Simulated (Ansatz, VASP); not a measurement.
One calculation of Sr, two programs

```
Sr
1.0
    -2.13954    2.13954    2.97485
     2.13954   -2.13954    2.97485
     2.13954    2.13954   -2.97485
Sr
1
Direct
  0.50000 0.50000 0.00000
```

Alike in both runs: task relaxation of cell and atoms; functional PBE; k mesh 18 × 18 × 18; occupations gaussian, width 0.1 eV; no spin polarisation.

```csv
,VASP,Ansatz
version,VASP 6.6.1,Ansatz 0.2.0
potentials or method,"VASP PAW PBE potentials, release 64 (Sr_sv), cutoff 600 eV","scalar-relativistic, plane waves, PAW"
valence electrons in the cell,10,10
```

Ansatz gave:

```
gap on the k mesh at the Fermi level, each at its own relaxed structure (eV) : none
relaxed volume (Å³/atom)                                                     : 54.83
relaxed length of the cell vector where the two differ most in proportion (Å)              : 4.264
```

Task: Which values does VASP return?

Result: gap on the k mesh at the Fermi level, each at its own relaxed structure (eV): none; relaxed volume (Å³/atom): 54.82; relaxed length of the cell vector where the two differ most in proportion (Å): 4.259.

A gap of «none» marks a metal or a gap that the smearing closes.
